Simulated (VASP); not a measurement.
Input of a VASP 6.6.1 run:

Contents of INCAR:

```
SYSTEM = In5O
  PREC = Accurate
  ENCUT = 520
  EDIFF = 1E-7
  ISMEAR = 0
  SIGMA = 0.1
  LREAL = .FALSE.
  LASPH = .TRUE.
  NELM = 80
  ALGO = Normal
  ISIF = 2
  LWAVE = .FALSE.
  LCHARG = .FALSE.
  GGA = PE
  NBANDS = 44
```

Contents of KPOINTS:

```
Automatic mesh
0
G
  6 6 6
  0 0 0
```

The input POSCAR:

```
In5O
1.0
    6.0906311313      0.0000000000      0.0000000000
   -3.0453155657      5.2746412848      0.0000000000
    0.0000000000      0.0000000000      8.3656247583
In O
5 1
Direct
    0.0000000000      0.0000000000      0.7596651772
    0.0000000000      0.0000000000      0.2403348228
    0.5000000000      0.0000000000      0.5000000000
    0.0000000000      0.5000000000      0.5000000000
    0.5000000000      0.5000000000      0.5000000000
    0.0000000000      0.0000000000      0.5000000000
```

Potentials or basis: VASP PAW PBE potentials, release 64 (In_d, O).

Command:

```console
$ cat potpaw_PBE.64/In_d/POTCAR potpaw_PBE.64/O/POTCAR > POTCAR
$ mpirun -np 1 vasp_std > vasp.out
```

Task: What does it give for the pressure?

Result: 0.0 GPa.

Task: What does it give for the band gap on the k mesh?

Result: Zero (an odd number of electrons rules out a gap without spin polarisation).

Stress tensor (GPa, compression positive):
```
-0.02  0.00  0.00
 0.00 -0.02  0.00
 0.00  0.00  0.07
```

Caveat: spin-orbit coupling is left out, which moves the levels of the heavy elements.
